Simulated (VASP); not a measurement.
Input of a VASP 6.6.1 run:

Contents of INCAR:

```
PREC     = Accurate       # precision mode
ENCUT    = 520            # plane-wave cutoff, eV
EDIFF    = 1E-6           # SCF threshold, eV
ISMEAR   = -1             # smearing method
SIGMA    = 0.05           # smearing width, eV
LREAL    = False          # projectors in reciprocal space
LASPH    = True           # aspherical terms in the spheres
NELM     = 100            # most SCF steps
ALGO     = Normal         # electronic algorithm
ISIF     = 2              # what is computed and relaxed
LWAVE    = False          # write WAVECAR
LCHARG   = False          # write CHGCAR
GGA      = CA             # functional
NBANDS   = 17             # bands
```

The input KPOINTS:

```
regular mesh
0
Gamma
  7 7 7
```

POSCAR

```
ZrOs
1.0
    3.2131353506      0.0000000000      0.0000000000
    0.0000000000      3.2131353506      0.0000000000
    0.0000000000      0.0000000000      3.2131353506
Zr Os
1 1
Direct
    0.0000000000      0.0000000000      0.0000000000
    0.5000000000      0.5000000000      0.5000000000
```

Potentials or basis: VASP PAW LDA potentials, release 64 (Zr_sv, Os).

Command:

```console
$ cat potpaw_LDA.64/Zr_sv/POTCAR potpaw_LDA.64/Os/POTCAR > POTCAR
$ mpirun -np 1 vasp_std > vasp.out
```

Task: Predict the pressure.

Result: 4.2 GPa.

Task: Predict the band gap on the k mesh.

Result: Zero (band 10 reaches 10.25 eV, above the bottom of band 11 at 9.54 eV).

Caveat: spin-orbit coupling is left out, which moves the levels of the heavy elements.
